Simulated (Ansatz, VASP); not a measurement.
CsCl: VASP beside Ansatz

```
CELL_PARAMETERS angstrom
3.98907 0.00000 0.00000
0.00000 3.98907 0.00000
0.00000 0.00000 3.98907
ATOMIC_POSITIONS crystal
Cs 0.00000 0.00000 0.00000
Cl 0.50000 0.50000 0.50000
```

Alike in both runs: task single point; functional LDA; k mesh 6 × 6 × 6; non-collinear spin, spin-orbit coupling.

```csv
,VASP,Ansatz
version,VASP 6.6.1,Ansatz 0.2.0
potentials or method,"VASP PAW LDA potentials, release 64 (Cs_sv, Cl), cutoff 500 eV",all-electron LAPW
occupations,"gaussian, width 0.01 eV",fixed
```

```tsv
	VASP	Ansatz	Ansatz less VASP
pressure (GPa)	-0.3	-0.3	-0.08
net moment per atom (μB)	0.00	0.00	0.000
```

LDA's correlation is that of Perdew and Zunger in VASP and of Perdew and Wang (1992) in Ansatz. Ansatz ran all-electron here, and VASP with PAW potentials.
